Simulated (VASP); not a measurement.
Here is a VASP 6.6.1 calculation.

File POSCAR:

```
Ge2Sb2Te5
1.0
    4.2445654449      0.0000000000      0.0000000000
   -2.1222827224      3.6759015033      0.0000000000
    0.0000000000      0.0000000000     17.2406475401
Te Ge Sb
5 2 2
Direct
    0.0000000000      0.0000000000      0.0000000000
    0.3333333333      0.6666666667      0.1959599016
    0.6666666667      0.3333333333      0.8040400984
    0.6666666667      0.3333333333      0.4120712913
    0.3333333333      0.6666666667      0.5879287087
    0.6666666667      0.3333333333      0.0991467874
    0.3333333333      0.6666666667      0.9008532126
    0.0000000000      0.0000000000      0.3129605918
    0.0000000000      0.0000000000      0.6870394082
```

INCAR.step1

```
PREC = Accurate
ENCUT = 520
ISMEAR = 0
SIGMA = 0.02
LREAL = F
LASPH = T
NELM = 80
NBANDS = 44
GGA = PE
ALGO = Normal
EDIFF = 1E-4
LWAVE = T
LCHARG = F
```

INCAR.step2

```
PREC = Accurate
ENCUT = 520
EDIFF = 1E-6
ISMEAR = 0
SIGMA = 0.02
LREAL = F
LASPH = T
NELM = 80
ALGO = Normal
ISIF = 2
LWAVE = F
LCHARG = T
METAGGA = R2SCAN
LMIXTAU = T
LUSE_VDW = T
IVDW_NL = 2
BPARAM = 11.95
CPARAM = 0.0093
LELF = T
LVHAR = T
NBANDS = 44
ISTART = 1
```

File KPOINTS:

```
Automatic mesh
0
Gamma
  10 10 2
```

Potentials or basis: VASP PAW PBE potentials, release 64 (Te, Ge_d, Sb).

Run with:

```sh
$ cat potpaw_PBE.64/Te/POTCAR potpaw_PBE.64/Ge_d/POTCAR potpaw_PBE.64/Sb/POTCAR > POTCAR
$ cp INCAR.step1 INCAR
$ mpirun -np 1 vasp_std > vasp.out
$ cp INCAR.step2 INCAR
$ mpirun -np 1 vasp_std > vasp.out
```

What does it give for the band gap on the k mesh?

0.32 eV.

Predict the pressure.

0.2 GPa.

Estimate the largest force.

0.040 eV/Å.

Forces in eV/Å, atoms in the order of the input:
```
Te   0.000  0.000  0.000
Te   0.000  0.000 -0.001
Te   0.000  0.000  0.001
Te   0.000  0.000  0.040
Te   0.000  0.000 -0.040
Ge   0.000  0.000 -0.006
Ge   0.000  0.000  0.006
Sb   0.000  0.000 -0.030
Sb   0.000  0.000  0.030
```

Caveat: the PAW data sets were made with another functional, which shifts forces and pressure a little; spin-orbit coupling is left out, which moves the levels of the heavy elements. A k mesh can miss the band edges.
